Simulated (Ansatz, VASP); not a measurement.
Given: the input of a run of Ansatz 0.2.0 on Si2W.

input.yaml

```yaml
crystal:
  lattice:
    - [-1.6069, 1.6069, 3.91495]
    - [1.6069, -1.6069, 3.91495]
    - [1.6069, 1.6069, -3.91495]
  atoms:
    - { symbol: W, position: [0.0, 0.0, 0.0] }
    - { symbol: Si, position: [0.6653, 0.6653, 0.0] }
    - { symbol: Si, position: [0.3347, 0.3347, 0.0] }
hamiltonian:
  xc: r2scan
  pseudopotentials: { kind: paw }
kpoints:
  mp_grid: { grid: [12, 12, 12] }
scf:
  occupations: { method: fermi_dirac, width: 0.05 }
output:
  forces: true
  stress: true
  eigenvalues: true
relax:
  f_tol: 0.01
  max_steps: 40
  cell: { stress_tol: 0.05 }
```

Potentials or basis: Ansatz PAW.

Run with:

```console
$ ansatz run input.yaml --threads 2 --pin off --max-ram 5632MiB --backend cpu --events-out ev --progress --plain --runs-dir out
```

Task: Translate it to VASP 6.6.1. Potentials there: VASP PAW PBE potentials, release 64 (W_sv, Si).

Result: As run (the cutoff follows the program's own potentials):

The input POSCAR:

```
Si2W
1.0
   -1.6069000000      1.6069000000      3.9149500000
    1.6069000000     -1.6069000000      3.9149500000
    1.6069000000      1.6069000000     -3.9149500000
W Si
1 2
Direct
    0.0000000000      0.0000000000      0.0000000000
    0.6653000000      0.6653000000      0.0000000000
    0.3347000000      0.3347000000      0.0000000000
```

File INCAR.step1:

```
SYSTEM = Si2W
PREC     = Accurate       ! precision mode
ENCUT    = 600            ! plane-wave cutoff, eV
ISMEAR   = -1             ! smearing method
SIGMA    = 0.05           ! smearing width, eV
LREAL    = .FALSE.        ! projectors in reciprocal space
LASPH    = .TRUE.         ! aspherical terms in the spheres
NELM     = 60             ! most SCF steps
GGA      = PE             ! functional
ALGO     = Normal         ! electronic algorithm
EDIFF    = 1E-4           ! SCF threshold, eV
LWAVE    = .TRUE.         ! write WAVECAR
LCHARG   = .FALSE.        ! write CHGCAR
```

Contents of INCAR.step2:

```
SYSTEM = Si2W
PREC     = Accurate       ! precision mode
ENCUT    = 600            ! plane-wave cutoff, eV
EDIFF    = 1E-6           ! SCF threshold, eV
ISMEAR   = -1             ! smearing method
SIGMA    = 0.05           ! smearing width, eV
LREAL    = .FALSE.        ! projectors in reciprocal space
LASPH    = .TRUE.         ! aspherical terms in the spheres
NELM     = 60             ! most SCF steps
ALGO     = Normal         ! electronic algorithm
ISIF     = 3              ! what is computed and relaxed
LWAVE    = .FALSE.        ! write WAVECAR
LCHARG   = .FALSE.        ! write CHGCAR
METAGGA  = R2SCAN         ! meta-GGA
LMIXTAU  = .TRUE.       
IBRION   = 2              ! ionic algorithm
NSW      = 60             ! ionic steps
EDIFFG   = -0.01          ! ionic threshold
ISTART   = 1
```

Contents of KPOINTS:

```
Automatic mesh
0
G
  12 12 12
  0 0 0
```

Potentials or basis: VASP PAW PBE potentials, release 64 (W_sv, Si).

The run is started by

```console
$ cat potpaw_PBE.64/W_sv/POTCAR potpaw_PBE.64/Si/POTCAR > POTCAR
$ cp INCAR.step1 INCAR
$ mpirun -np 1 vasp_std > vasp.out
$ cp INCAR.step2 INCAR
$ mpirun -np 1 vasp_std > vasp.out
```

Both were run:

|  | VASP | Ansatz | Ansatz less VASP |
| --- | --- | --- | --- |
| gap on the k mesh at the Fermi level, each at its own relaxed structure (eV) | none | none | - |
| relaxed volume (Å³/atom) | 13.43 | 13.41 | -0.015 |
| relaxed cell length with the largest relative difference (Å) | 4.516 | 4.515 | -0.0004 |

VASP's potentials were made for PBE, not for r2SCAN. A gap of «none» marks a metal or a gap that the smearing closes.

Spin-orbit coupling is off throughout. Noted on Ansatz's run: the plane-wave basis is chosen anew once the cell has moved, so the energies of steps on either side of that aren't comparable.
